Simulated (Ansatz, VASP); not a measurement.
## CdS: VASP beside Ansatz

The input INCAR:

```
ALGO     = Normal         # electronic algorithm
EDIFF    = 1E-6           # SCF threshold, eV
ENCUT    = 520            # plane-wave cutoff, eV
GGA      = PE             # functional
ISIF     = 2              # what is computed and relaxed
ISMEAR   = -1             # smearing method
LASPH    = True           # aspherical terms in the spheres
LCHARG   = False          # write CHGCAR
LREAL    = False          # projectors in reciprocal space
LWAVE    = False          # write WAVECAR
NBANDS   = 16             # bands
NELM     = 60             # most SCF steps
PREC     = Accurate       # precision mode
SIGMA    = 0.02           # smearing width, eV
```

KPOINTS

```
k-points
0
Gamma
  8 8 8
```

File POSCAR:

```
CdS
1.0
    0.0000000000      2.9392087863      2.9392087863
    2.9392087863      0.0000000000      2.9392087863
    2.9392087863      2.9392087863      0.0000000000
Cd S
1 1
Direct
    0.0000000000      0.0000000000      0.0000000000
    0.2500000000      0.2500000000      0.2500000000
```

Input for Ansatz:

```yaml
crystal:
  lattice:
    - [0.0, 2.9392087863, 2.9392087863]
    - [2.9392087863, 0.0, 2.9392087863]
    - [2.9392087863, 2.9392087863, 0.0]
  atoms:
    - { symbol: Cd, position: [0.0, 0.0, 0.0] }
    - { symbol: S, position: [0.25, 0.25, 0.25] }
kpoints:
  mp_grid: { grid: [8, 8, 8] }
  band_path:
    path:
      - [[0.0, 0.0, 0.0], [-0.5, -0.5, -8.234534841216e-34], [-0.375, -0.375, 0.25]]
      - [[-0.375, 8.800697595712e-18, 0.375], [0.0, 0.0, 0.0], [5.867131730475e-18, 5.867131730475e-18, 0.5], [-0.5, -0.25, 0.25], [-0.5, -0.5, -8.234534841216e-34]]
    npoints: 10
hamiltonian:
  xc: pbe
scf:
  occupations: { method: fermi_dirac, width: 0.02 }
  n_extra_bands: 4
output:
  forces: true
  stress: true
  eigenvalues: true
```

Alike in both runs: task single point; functional PBE; k mesh 8 × 8 × 8; occupations fermi-dirac, width 0.02 eV; no spin polarisation.

```csv
,VASP,Ansatz
version,VASP 6.6.1,Ansatz 0.2.0
potentials or method,"VASP PAW PBE potentials, release 64 (Cd, S)","plane waves, PAW"
plane-wave cutoff (eV),520,420
valence electrons in the cell,18,26
```

Ansatz gave:

| Quantity | Value |
| --- | --- |
| gap on the k mesh at the Fermi level (eV) | 1.10 |
| pressure (GPa) | 1.4 |

Problem. Estimate VASP's values.

Solution. gap on the k mesh at the Fermi level (eV): 1.10; pressure (GPa): 1.7.

VASP's potentials hold 18 valence electrons a cell and Ansatz's 26, so a difference there can come from the potentials and not from the codes.
